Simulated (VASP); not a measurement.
A run of VASP 6.6.1 is set up as follows.

INCAR

```
SYSTEM = Si3Br
PREC = Accurate
ENCUT = 520
EDIFF = 1E-6
ISMEAR = 0
SIGMA = 0.1
LREAL = .FALSE.
LASPH = .TRUE.
NELM = 60
ALGO = Normal
ISIF = 2
LWAVE = .FALSE.
LCHARG = .FALSE.
GGA = PE
NBANDS = 18
```

The input KPOINTS:

```
regular mesh
0
G
  4 4 4
  0 0 0
```

File POSCAR:

```
Si3Br
1.0
    4.2494233847      0.0000000000      0.0000000000
    0.0000000000      4.2494233847      0.0000000000
    0.0000000000      0.0000000000      4.2494233847
Si Br
3 1
Direct
    0.0000000000      0.5000000000      0.5000000000
    0.5000000000      0.0000000000      0.5000000000
    0.5000000000      0.5000000000      0.0000000000
    0.0000000000      0.0000000000      0.0000000000
```

Potentials or basis: VASP PAW PBE potentials, release 64 (Si, Br).

Run with:

```console
$ cat potpaw_PBE.64/Si/POTCAR potpaw_PBE.64/Br/POTCAR > POTCAR
$ mpirun -np 1 vasp_std > vasp.out
```

Task: Predict the pressure.

Result: -0.2 GPa.

Caveat: the k points lie up to 0.37 Å⁻¹ apart; an odd number of electrons without spin polarisation forces a metal; a magnetic or distorted state may lie lower.
